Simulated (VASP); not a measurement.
## WS: single point with HSE06

The system is WS.

```xyz
2
Lattice="2.9758 0.0000 0.0000 0.0000 2.9758 0.0000 0.0000 0.0000 2.9758" Properties=species:S:1:pos:R:3 pbc="T T T"
W     1.4879    1.4879    1.4879
S     0.0000    0.0000    0.0000
```

| Item | Value |
| --- | --- |
| Program | VASP 6.6.1 |
| Task | single point |
| Functional | HSE06 |
| Potentials or basis | VASP PAW PBE potentials, release 64 (W_sv, S) |
| Cutoff | 520 eV |
| k mesh | 4 × 4 × 4 |
| Occupations | fermi-dirac, width 0.05 eV |
| Spin | no spin polarisation |

```yaml
Pressure: -0.6 GPa
Band_gap_on_the_k_mesh: zero (bands 10 and 11 overlap by 4.08 eV)
```

Levels at points of the mesh, in eV from the Fermi level:
```csv
k point,band 6,band 7,band 8,band 9,band 10,band 11,band 12,band 13,band 14,band 15
"(0.00, 0.00, 0.00)",-5.54,-5.54,-3.54,-3.54,-3.54,1.54,1.54,1.54,3.39,10.54
"(0.50, 0.00, 0.00)",-12.08,-5.65,-5.65,-4.07,2.28,3.38,4.60,5.61,5.61,6.55
"(0.50, 0.50, 0.00)",-8.34,-8.34,-5.41,-1.99,-1.45,-1.45,1.04,4.36,6.08,11.89
"(0.50, 0.50, 0.50)",-10.41,-10.41,-10.41,2.63,2.63,2.63,4.51,4.51,6.78,6.78
```

Wall time 11 min on 1 thread of AMD EPYC 7R13 Processor (Zen 3) (shared host), peak memory 0.22 GiB.

Caveat: the k points lie up to 0.53 Å⁻¹ apart, too coarse for converged energies and pressures of a metal; the PAW data sets were made with another functional, which shifts forces and pressure a little; spin-orbit coupling is left out, which moves the levels of the heavy elements.
